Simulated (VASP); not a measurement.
Input of a VASP 6.6.1 run:

Contents of INCAR:

```
PREC     = Accurate       # precision mode
ENCUT    = 520            # plane-wave cutoff, eV
EDIFF    = 1E-7           # SCF threshold, eV
ISMEAR   = 1              # smearing method
SIGMA    = 0.0232         # smearing width, eV
LREAL    = False          # projectors in reciprocal space
LASPH    = True           # aspherical terms in the spheres
NELM     = 100            # most SCF steps
ALGO     = Normal         # electronic algorithm
ISIF     = 2              # what is computed and relaxed
LWAVE    = False          # write WAVECAR
LCHARG   = True           # write CHGCAR
GGA      = PE             # functional
LELF     = True           # ELF
LVHAR    = True         
NBANDS   = 22             # bands
```

File KPOINTS:

```
Automatic mesh
0
Gamma
  8 8 3
```

File POSCAR:

```
F
1.0
    1.2589310000      2.1805300000      0.0000000000
   -1.2589310000      2.1805300000      0.0000000000
    0.0000000000      0.0000000000      8.1536950000
F
4
Direct
    0.0000000000      0.0000000000      0.0000000000
    0.0000000000      0.0000000000      0.5000000000
    0.3333300000      0.3333400000      0.7500000000
    0.6666600000      0.6666700000      0.2500000000
```

Potentials or basis: VASP PAW PBE potentials, release 64 (F).

Run with:

```bash
$ cat potpaw_PBE.64/F/POTCAR > POTCAR
$ mpirun -np 1 vasp_std > vasp.out
```

Q: Predict the band gap on the k mesh.

A: Zero (bands 14 and 15 overlap by 0.68 eV).

Q: Predict the pressure.

A: -4.4 GPa.

Stress tensor (GPa, compression positive):
```
-4.01  0.00  0.00
 0.00 -4.01  0.00
 0.00  0.00 -5.15
```

Caveat: the k points lie up to 0.36 Å⁻¹ apart, too coarse for converged energies and pressures of a metal; the atoms stand far beyond bonding distance, and open shells without spin polarisation read as a metal.
